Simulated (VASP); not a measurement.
Set up this calculation in VASP 6.6.1, as the native input.

- Task: relaxation of cell and atoms
- Functional: PBE
- Potentials or basis: VASP PAW PBE potentials, release 64 (Li_sv, Sb)
- Cutoff: 600 eV
- k mesh: 9 × 9 × 8
- Occupations: gaussian, width 0.1 eV
- Spin: no spin polarisation
- Dipole correction: no
- Further INCAR settings: ALGO = Fast; EDIFF = 1e-07; IBRION = 2; EDIFFG = -0.01; NSW = 100; ISIF = 3

The structure of Li7Sb lies in POSCAR:

```
Li7Sb
1.0
    5.8421374500      0.0000000000      0.0000000000
   -2.9210687300      5.0594394500      0.0000000000
    0.0000000000      0.0000000000      4.7064977300
Li Sb
7 1
Direct
    0.9996074400      0.4998037200      0.0000000000
    0.5001962800      0.0003925600      0.0000000000
    0.5001962800      0.4998037200      0.0000000000
    0.1649293900      0.8350706100      0.5000000000
    0.1649293900      0.3298587800      0.5000000000
    0.6701412200      0.8350706100      0.5000000000
    0.6666666700      0.3333333300      0.5000000000
    0.0000000000      0.0000000000      0.0000000000
```

The cell was generated, and may not be a known phase.

These files were run (other wordings do the same):

INCAR

```
PREC = Accurate ; ENCUT = 600
EDIFF = 1E-7 ; ISMEAR = 0
SIGMA = 0.1 ; LREAL = F
LASPH = T ; NELM = 60
ALGO = Fast ; ISIF = 3
LWAVE = F ; LCHARG = F
GGA = PE ; IBRION = 2
NSW = 100 ; EDIFFG = -0.01
```

KPOINTS

```
Automatic mesh
0
Gamma
  9 9 8
```

Potentials or basis: VASP PAW PBE potentials, release 64 (Li_sv, Sb).

The run is started by

```sh
$ cat potpaw_PBE.64/Li_sv/POTCAR potpaw_PBE.64/Sb/POTCAR > POTCAR
$ mpirun -np 1 vasp_std > vasp.out
```

It gave:

```
Relaxed volume                        : 18.74 Å³/atom
Relaxed cell                          : a = 6.043 Å, b = 6.043 Å, c = 4.740 Å, α = 90.00°, β = 90.00°, γ = 120.00°
Space group after relaxing (to 0.1 Å) : P-6m2 (No. 187)
Energy gained by relaxing             : 9.0 meV/atom
Ionic steps                           : 8
Pressure after relaxing               : 0.0 GPa
Largest force after relaxing          : 0.004 eV/Å
Band gap on the k mesh                : zero (bands 13 and 14 overlap by 0.94 eV)
```

Caveat: the cutoff is under 1.25 times the usual one of these potentials, so pressure, stress and relaxed cells hold a basis-set (Pulay) error; spin-orbit coupling is left out, which moves the levels of the heavy elements.

Wall time 19 min on 1 thread of Intel(R) Xeon(R) 6975P-C (Granite Rapids) (shared host), peak memory 0.43 GiB.
